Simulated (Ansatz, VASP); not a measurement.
ZnSbO: VASP beside Ansatz

```
CELL_PARAMETERS angstrom
3.66631 0.00000 0.00000
-1.83316 3.17512 0.00000
0.00000 0.00000 3.74243
ATOMIC_POSITIONS crystal
Zn 0.00000 0.00000 0.00000
Sb 0.66667 0.33333 0.50000
O 0.33333 0.66667 0.00000
```

Change from the starting cell: species swapped into the DyHSe type (P-6m2, No. 187).

Alike in both runs: task relaxation of cell and atoms; functional PBE; k mesh 6 × 6 × 4; occupations gaussian, width 0.1 eV; no spin polarisation.

```csv
,VASP,Ansatz
version,VASP 6.6.1,Ansatz 0.2.0
potentials or method,"VASP PAW PBE potentials, release 64 (Zn, Sb, O), cutoff 600 eV","scalar-relativistic, plane waves, PAW"
valence electrons in the cell,23,33
```

|  | VASP | Ansatz | Ansatz less VASP |
| --- | --- | --- | --- |
| gap on the k mesh at the Fermi level, each at its own relaxed structure (eV) | none | none | - |
| relaxed volume (Å³/atom) | 17.41 | 22.83 | +5.422 |
| relaxed length of the cell vector where the two differ most in proportion (Å) | 5.340 | 7.397 | +2.0574 |

A gap of «none» marks a metal or a gap that the smearing closes. One of these differences is far larger than is usual between the two programs; its cause wasn't traced. VASP's potentials hold 23 valence electrons a cell and Ansatz's 33, so a difference there can come from the potentials and not from the codes.

The k mesh is coarse, so the values compare programs but aren't converged. Neither program's run includes spin-orbit coupling. Noted on VASP's run: the volume moved by over 15 % at a fixed basis, so the end points are rough.
